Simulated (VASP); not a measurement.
Write the native input for VASP 6.6.1 that does the following.

| Quantity | Value |
| --- | --- |
| Task | single point |
| Functional | r2SCAN |
| Potentials or basis | VASP PAW PBE potentials, release 64 (Y_sv, F, Ga_d) |
| Cutoff | 520 eV |
| k mesh | 9 × 9 × 9 |
| Occupations | fermi-dirac, width 0.1 eV |
| Spin | no spin polarisation |
| Dipole correction | no |
| Further INCAR settings | ALGO = Normal; EDIFF = 1e-06; NBANDS = 40 |

YGaF:

```xyz
6
Lattice="4.0997 0.0000 0.0000 -2.0498 3.5504 0.0000 -2.0498 1.1835 6.7986" Properties=species:S:1:pos:R:3 pbc="T T T"
Y    -2.0498    3.5504    4.9195
Y     2.0498    1.1835    1.8791
F     0.0000    2.3669    0.7886
F     0.0000    2.3669    6.0099
Ga   -2.0498    3.5504    2.3863
Ga    2.0498    1.1835    4.4123
```

The input as run:

POSCAR

```
YGaF
1.0
    4.0996620000      0.0000000000      0.0000000000
   -2.0498310000      3.5504130000      0.0000000000
   -2.0498310000      1.1834710000      6.7985820000
Y F Ga
2 2 2
Direct
    0.2412000000      0.7588000000      0.7236000000
    0.7588000000      0.2412000000      0.2764000000
    0.3720000000      0.6280000000      0.1160000000
    0.6280000000      0.3720000000      0.8840000000
    0.1170000000      0.8830000000      0.3510000000
    0.8830000000      0.1170000000      0.6490000000
```

INCAR.step1

```
PREC     = Accurate       # precision mode
ENCUT    = 520            # plane-wave cutoff, eV
ISMEAR   = -1             # smearing method
SIGMA    = 0.1            # smearing width, eV
LREAL    = F              # projectors in reciprocal space
LASPH    = T              # aspherical terms in the spheres
NELM     = 100            # most SCF steps
NBANDS   = 40             # bands
GGA      = PE             # functional
ALGO     = Normal         # electronic algorithm
EDIFF    = 1E-4           # SCF threshold, eV
LWAVE    = T              # write WAVECAR
LCHARG   = F              # write CHGCAR
```

INCAR.step2

```
PREC     = Accurate       # precision mode
ENCUT    = 520            # plane-wave cutoff, eV
EDIFF    = 1E-6           # SCF threshold, eV
ISMEAR   = -1             # smearing method
SIGMA    = 0.1            # smearing width, eV
LREAL    = F              # projectors in reciprocal space
LASPH    = T              # aspherical terms in the spheres
NELM     = 100            # most SCF steps
ALGO     = Normal         # electronic algorithm
ISIF     = 2              # what is computed and relaxed
LWAVE    = F              # write WAVECAR
LCHARG   = F              # write CHGCAR
METAGGA  = R2SCAN         # meta-GGA
LMIXTAU  = T            
NBANDS   = 40             # bands
ISTART   = 1
```

KPOINTS

```
Automatic mesh
0
Gamma
  9 9 9
```

Potentials or basis: VASP PAW PBE potentials, release 64 (Y_sv, F, Ga_d).

The run is started by

```console
$ cat potpaw_PBE.64/Y_sv/POTCAR potpaw_PBE.64/F/POTCAR potpaw_PBE.64/Ga_d/POTCAR > POTCAR
$ cp INCAR.step1 INCAR
$ mpirun -np 1 vasp_std > vasp.out
$ cp INCAR.step2 INCAR
$ mpirun -np 1 vasp_std > vasp.out
```

It gave:

```json
{
 "Pressure": "30.4 GPa",
 "Largest force": "7.256 eV/Å",
 "Band gap on the k mesh": "zero (bands 31 and 32 overlap by 0.01 eV)"
}
```

Caveat: the stress differs along the axes, from 15 to 38 GPa; the PAW data sets were made with another functional, which shifts forces and pressure a little.

Run time: 38 min on 1 thread of Intel Xeon 8259CL, on a shared host, peak memory 0.45 GiB.
